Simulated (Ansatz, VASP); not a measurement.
# Zn: VASP beside Ansatz

```
Zn
1.0
     2.65564    0.00000    0.00000
    -1.32782    2.29985    0.00000
     0.00000    0.00000    4.96246
Zn
2
Direct
  0.33333 0.66667 0.25000
  0.66667 0.33333 0.75000
```

Alike in both runs: task single point; functional PBE; k mesh 14 × 14 × 7; occupations methfessel-paxton of order 1, width 0.3 eV; no spin polarisation.

|  | VASP | Ansatz |
| --- | --- | --- |
| version | VASP 6.6.1 | Ansatz 0.2.0 |
| potentials or method | VASP PAW PBE potentials, release 64 (Zn), cutoff 520 eV | plane waves (420 eV) with PAW, scalar-relativistic |
| valence electrons in the cell | 24 | 24 |

Ansatz gave:

```
pressure (GPa)                                                : 0.1
traceless stress, the component that is largest in VASP (GPa) : -0.60
```

Question: Estimate VASP's values.

Answer: Pressure (GPa): 0.4; traceless stress, the component that is largest in VASP (GPa): -0.76.

The functional is the same, so the differences come from potentials, cutoffs and numerics.
